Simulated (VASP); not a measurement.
# Cs4P4H7O16 (a cell with a defect) in VASP: a series of runs, part 2 of 2

VASP 6.6.1.

### Step 4. Single point, PBE

Input file INCAR:

```
SYSTEM = Cs4P4H7O16
ALGO     = Normal         ! electronic algorithm
EDIFF    = 1E-6           ! SCF threshold, eV
ENCUT    = 520            ! plane-wave cutoff, eV
GGA      = PE             ! functional
GGA_COMPAT= .FALSE.      
ISIF     = 2              ! what is computed and relaxed
ISMEAR   = -1             ! smearing method
LASPH    = .TRUE.         ! aspherical terms in the spheres
LCHARG   = .FALSE.        ! write CHGCAR
LREAL    = Auto         
LWAVE    = .FALSE.        ! write WAVECAR
NBANDS   = 100            ! bands
NELECT   = 160.0        
NELM     = 120            ! most SCF steps
PREC     = Accurate       ! precision mode
SIGMA    = 0.05           ! smearing width, eV
```

Input file KPOINTS:

```
k-points
0
G
  1 1 1
  0 0 0
```

Input file POSCAR:

```
Cs4P4H7O16
1.0
   -4.9984530000     -6.6552530000      0.0000000000
    4.9984530000     -6.6552530000      0.0000000000
   -2.4847400000      0.0000000000      7.7298050000
Cs H P O
4 7 4 16
Direct
    0.6202902691      0.6520881063      0.8312499474
    0.3436733282      0.3664574512      0.2436413338
    0.1330509699      0.0840407019      0.7341711725
    0.9139435763      0.8832533146      0.2888818023
    0.9444372729      0.7605016678      0.6665109922
   -0.0121053094      0.2693457179      0.4363111359
    0.0089812449      0.4864169015     -0.0421614776
    0.4693702728      0.3013141775      0.6762395688
    0.5132425118      0.7032551931      0.3675513160
    0.8064459873      0.2532432536      0.0401821262
    0.5451811363     -0.0470933852      0.0496002163
    0.1223630230      0.5910133129      0.7464871365
    0.7989299609      0.4143973161      0.2874069915
    0.6586686030      0.0909497812      0.7723480735
    0.3563733759      0.8912125536      0.2721284690
    0.0386328290      0.6433547679      0.5982815867
    0.8590707872      0.3336712468      0.4519648296
    0.2953730470      0.4640270840      0.6614009021
    0.6174916311      0.5328778590      0.3658177664
    0.0988396275      0.7490169454      0.8852357854
   -0.0602660349      0.4758024540      0.1939893697
    0.8138178192      0.2362549579      0.1602498381
    0.9979224915      0.4940117746      0.8328541276
    0.5528191714      0.1821491311      0.6369371543
    0.3988904292      0.8013494415      0.4310199287
    0.8024236915      0.9441365069      0.6381532264
    0.2088945444      0.0578721736      0.3597244691
    0.7202314758      0.2375382739      0.8402411186
    0.5307514098      0.9291329853      0.1931355319
    0.3229466427      0.7682815946      0.1347770093
    0.5315910569      0.0555842165      0.9075002539
```

Potentials or basis: VASP PAW PBE potentials, release 64 (Cs_sv, H, P, O).

Command:

```
$ cat potpaw_PBE.64/Cs_sv/POTCAR potpaw_PBE.64/H/POTCAR potpaw_PBE.64/P/POTCAR potpaw_PBE.64/O/POTCAR > POTCAR
$ mpirun -np 1 vasp_gam > vasp.out
```

OUTCAR:

```text
SYSTEM = Cs4P4H7O16
   EDIFF = 1E-6
   ENCUT = 520
   GGA = PE
   ISIF = 2
   ISMEAR = -1
   LASPH = .TRUE.
   LREAL = Auto
   NELECT = 160.0
   NELM = 120
   PREC = Accurate

 ion  position               nearest neighbor table
   1  0.620  0.652  0.831-
   2  0.344  0.366  0.244-
   3  0.133  0.084  0.734-
   4  0.914  0.883  0.289-
   5  0.944  0.761  0.667-  16 1.04
   6  0.988  0.269  0.436-  17 1.03
   7  0.009  0.486  0.958-  23 1.05
   8  0.469  0.301  0.676-  24 0.99
   9  0.513  0.703  0.368-  25 1.03
  10  0.806  0.253  0.040-  22 1.02
  11  0.545  0.953  0.050-  29 1.21
  12  0.122  0.591  0.746-  18 1.48  20 1.51  16 1.57  23 1.62
  13  0.799  0.414  0.287-  19 1.50  21 1.54  22 1.60  17 1.70
  14  0.659  0.091  0.772-  28 1.50  31 1.51  26 1.53  24 1.69
  15  0.356  0.891  0.272-  30 1.49  27 1.52  29 1.61  25 1.65
  16  0.039  0.643  0.598-   5 1.04  12 1.57
  17  0.859  0.334  0.452-   6 1.03  13 1.70
  18  0.295  0.464  0.661-  12 1.48
  19  0.617  0.533  0.366-  13 1.50
  20  0.099  0.749  0.885-  12 1.51
  21  0.940  0.476  0.194-  13 1.54
  22  0.814  0.236  0.160-  10 1.02  13 1.60
  23  0.998  0.494  0.833-   7 1.05  12 1.62
  24  0.553  0.182  0.637-   8 0.99  14 1.69
  25  0.399  0.801  0.431-   9 1.03  15 1.65
  26  0.802  0.944  0.638-  14 1.53
  27  0.209  0.058  0.360-  15 1.52
  28  0.720  0.238  0.840-  14 1.50
  29  0.531  0.929  0.193-  11 1.21  15 1.61
  30  0.323  0.768  0.135-  15 1.49
  31  0.532  0.056  0.908-  14 1.51

  LATTYP: Found a base centered monoclinic cell.
 ALAT       =     9.9969060000
 B/A-ratio  =     1.3314625545
 C/A-ratio  =     0.8121861289
 COS(beta)  =    -0.3060270211

  Lattice vectors:

 A1 = (   4.9984530000,  -6.6552530000,   0.0000000000)
 A2 = (   4.9984530000,   6.6552530000,   0.0000000000)
 A3 = (  -2.4847400000,   0.0000000000,   7.7298050000)

Analysis of symmetry for initial positions (statically):
=====================================================================
 Subroutine PRICEL returns:
 Original cell was already a primitive cell.

 Routine SETGRP: Setting up the symmetry group for a
 base centered monoclinic supercell.

 Subroutine GETGRP returns: Found  1 space group operations
 (whereof  1 operations were pure point group operations)
 out of a pool of  4 trial point group operations.

The static configuration has the point symmetry C_1 .

Analysis of symmetry for dynamics (positions and initial velocities):
=====================================================================
 Subroutine PRICEL returns:
 Original cell was already a primitive cell.

 Routine SETGRP: Setting up the symmetry group for a
 base centered monoclinic supercell.

 Subroutine GETGRP returns: Found  1 space group operations
 (whereof  1 operations were pure point group operations)
 out of a pool of  4 trial point group operations.

The dynamic configuration has the point symmetry C_1 .

 Subroutine INISYM returns: Found  1 space group operations
 (whereof  1 operations are pure point group operations),
 and found     1 'primitive' translations

----------------------------------------------------------------------------------------
[... 99 lines left out ...]
     0.000000000  0.000000000  0.000000000

 Subroutine IBZKPT returns following result:
 ===========================================

 Found      1 irreducible k-points:

 Following reciprocal coordinates:
            Coordinates               Weight
  0.000000  0.000000  0.000000      1.000000
   k-points           NKPTS =      1   k-points in BZ     NKDIM =      1   number of bands    NBANDS=    100
   number of dos      NEDOS =    301   number of ions     NIONS =     31
   total plane-waves  NPLWV = 245760
   dimension x,y,z NGX =    64 NGY =   64 NGZ =   60
   dimension x,y,z NGXF=   128 NGYF=  128 NGZF=  120
   ions per type =               4   7   4  16
   NGX,Y,Z   is equivalent  to a cutoff of  12.78, 12.78, 12.29 a.u.
   NGXF,Y,Z  is equivalent  to a cutoff of  25.57, 25.57, 24.57 a.u.
 SYSTEM =  Cs4P4H7O16
   PREC   = accura    normal or accurate (medium, high low for compatibility)
   ISTART =      0    job   : 0-new  1-cont  2-samecut
   ICHARG =      2    charge: 1-file 2-atom 10-const
   ISPIN  =      1    spin polarized calculation?
   LNONCOLLINEAR =      F non collinear calculations
   LSORBIT =      F    spin-orbit coupling
   LASPH  =      T    aspherical Exc in radial PAW
   ENCUT  =  520.0 eV  38.22 Ry    6.18 a.u.  15.48 15.48 15.10*2*pi/ulx,y,z
   NELM   =    120;   NELMIN=  2; NELMDL= -5     # of ELM steps
   EDIFF  = 0.1E-05   stopping-criterion for ELM
   LREAL  =      T    real-space projection
   EDIFFG = 0.1E-04   stopping-criterion for IOM
   NSW    =      0    number of steps for IOM
   IBRION =     -1    ionic relax: 0-MD 1-quasi-New 2-CG
   NFREE  =      0    steps in history (QN), initial steepest desc. (CG)
   ISIF   =      2    stress and relaxation
   ISYM   =      2    0-nonsym 1-usesym 2-fastsym
   POTIM  = 0.5000    time-step for ionic-motion
   TEBEG  =    0.0;   TEEND  =   0.0 temperature during run
   PSTRESS=    0.0 pullay stress
   NELECT =     160.0000    total number of electrons
   NUPDOWN=      -1.0000    fix difference up-down
   EMIN   =  10.00;   EMAX   =-10.00  energy-range for DOS
   EFERMI =   0.00;   METHOD = LEGACY
   ISMEAR =    -1;   SIGMA  =   0.05  broadening in eV -4-tet -1-fermi 0-gaus
   EFERMI_NEDOS =   21; number of points for ismear=-14 and -15
   IALGO  =     38    algorithm
   IMIX   =      4    mixing-type and parameters
     AMIX     =   0.40;   BMIX     =  1.00
     AMIX_MAG =   1.60;   BMIX_MAG =  1.00
  volume/ion in A,a.u.               =      16.59       111.95
  Fermi-wavevector in a.u.,A,eV,Ry     =   1.109299  2.096271 16.742569  1.230544
  Thomas-Fermi vector in A             =   2.245837
   LORBIT       =      0    0 simple, 1 ext, 2 COOP (PROOUT), +10 PAW based schemes
   GGA     = PE    functional components
   LHFCALC =     F    Hartree Fock is set to
   AEXX    =    0.0000 exact exchange contribution
   IVDW    =     0    specifies the selected vdW correction
   LEPSILON=     F    determine dielectric tensor
   LRPA    =     F    only Hartree local field effects (RPA)
 non-spin polarized calculation
  energy-cutoff  :      520.00
  volume of cell :      514.28
 maximum number of plane-waves:      6923
 NGX is ok and might be reduce to    64
   NGX = 31   NGY = 31   NGZ = 31

 number of electron     160.0000009 magnetization

 Free energy of the ion-electron system (eV)
  ---------------------------------------------------
  ext. energy  EPLUGINS =         0.00000000
  ---------------------------------------------------
  free energy    TOTEN  =      -181.51632283 eV

  energy without entropy =     -181.51632283  energy(sigma->0) =     -181.51632283

 E-fermi :   0.9488     XC(G=0):  -8.0240

 val. band max:       -0.2424102263   @ k =   0.0000   0.0000   0.0000
 cond. band min:       3.8247584790   @ k =   0.0000   0.0000   0.0000
 fundamental gap:      4.0671687053
 Fermi energy:         0.9488058881

 k-point     1 :       0.0000    0.0000    0.0000
  band No.  band energies     occupation
      1     -21.4803      2.00000
      2     -21.4061      2.00000
      3     -20.7614      2.00000
      4     -20.3498      2.00000
      5     -20.1690      2.00000
      6     -20.1110      2.00000
[... 84 lines left out ...]
     91       6.8021      0.00000
     92       6.9419      0.00000
 [bands above 92 left out]

------------------------ aborting loop because EDIFF is reached ----------------------------------------

  FORCE on cell =-STRESS in cart. coord.  units (eV):
  Direction    XX          YY          ZZ          XY          YZ          ZX
  --------------------------------------------------------------------------------------
  -------------------------------------------------------------------------------------
  Total        6.2038277     11.9295533      0.0293055      0.3850449     -6.9481829      5.1179618
  in kB       19.3273179     37.1651635      0.0912980      1.1995635    -21.6462718     15.9444266
  external PRESSURE =      18.8612598 kB  Pullay stress =       0.0000000 kB

 VOLUME and BASIS-vectors are now :
 -----------------------------------------------------------------------------
  energy-cutoff  :      520.00
  volume of cell :      514.28
      direct lattice vectors                 reciprocal lattice vectors
    -4.998453000 -6.655253000  0.000000000    -0.100030950 -0.075128624 -0.032154873
     4.998453000 -6.655253000  0.000000000     0.100030950 -0.075128624  0.032154873
    -2.484740000  0.000000000  7.729805000     0.000000000  0.000000000  0.129369370

 POSITION                                       TOTAL-FORCE (eV/Angst)
 -----------------------------------------------------------------------------------
     -1.90650     -8.46800      6.42540        -0.194946      0.673920     -0.629642
     -0.49150     -4.72610      1.88330        -0.023163     -0.067879      0.190039
     -2.06920     -1.44480      5.67500        -0.230631      0.042138      0.076213
     -0.87120    -11.96080      2.23300         0.119868     -0.027360     -0.549735
     -2.57550    -11.34680      5.15200        -0.035466      0.135797     -1.699695
     -4.67575     -8.36725      3.37260         1.649431      0.830869     -0.407679
[... 23 lines left out ...]
      1.89110     -7.26240      1.04180        -0.395098      0.816862     -0.650589
     -4.63420     -3.90780      7.01480        -0.892490      1.978207      1.405445
 -----------------------------------------------------------------------------------
    total drift:                               -0.003027     -0.003916     -0.003664

  FREE ENERGIE OF THE ION-ELECTRON SYSTEM (eV)
  ---------------------------------------------------
  free  energy   TOTEN  =      -181.5163228260 eV

  energy  without entropy=     -181.5163228259  energy(sigma->0) =     -181.51632283
```

Run time: 94 s. Hardware: 1 thread of Intel Xeon Platinum 8259CL at 2.50GHz (Skylake/Cascade Lake), shared host; peak memory 0.52 GiB.

What came out:

```
Free energy   : -181.5163 eV
Largest force : 4.646 eV/Å
```

Forces in eV/Å, atoms in the order of the input:
```
Cs  -0.195  0.674 -0.630
Cs  -0.023 -0.068  0.190
Cs  -0.231  0.042  0.076
Cs   0.120 -0.027 -0.550
H   -0.035  0.136 -1.700
H    1.649  0.831 -0.408
H    1.033  0.190 -1.517
H   -0.244  0.250  0.054
H    0.003  0.627  1.296
H   -0.042  0.787  0.374
H    0.081 -0.004  2.678
P   -0.359 -0.844  1.709
P   -3.057 -1.439  0.790
P    2.786 -2.009 -3.128
P    0.199 -0.227  1.239
O    2.023  0.198  0.247
O   -0.148 -0.957 -0.991
O   -1.363 -0.436 -0.546
O   -0.860  0.046 -0.521
O    0.198 -0.316 -0.151
O    0.562  0.357  0.301
O    0.645  0.442 -1.032
O   -1.017  0.984  2.087
O   -0.814  1.138  0.241
O    1.115 -1.175 -1.697
O   -1.187  0.961  1.189
O    0.542 -0.282  0.112
O   -0.733 -1.881  2.140
O    0.641 -0.793 -2.605
O   -0.395  0.817 -0.651
O   -0.892  1.978  1.405
```

Levels at points of the mesh, in eV from the Fermi level:
| k point | band 77 | band 78 | band 79 | band 80 | band 81 | band 82 | band 83 | band 84 |
| --- | --- | --- | --- | --- | --- | --- | --- | --- |
| (0.00, 0.00, 0.00) | -1.63 | -1.52 | -1.37 | -1.19 | 2.88 | 4.50 | 4.81 | 4.95 |

Caveat: the k points lie up to 0.81 Å⁻¹ apart; the cell carries a net charge on a neutralising background, which shifts energy and pressure; the cell is charged against a uniform background, so pressure and absolute levels hang on convention; spin-orbit coupling is left out, which moves the levels of the heavy elements.
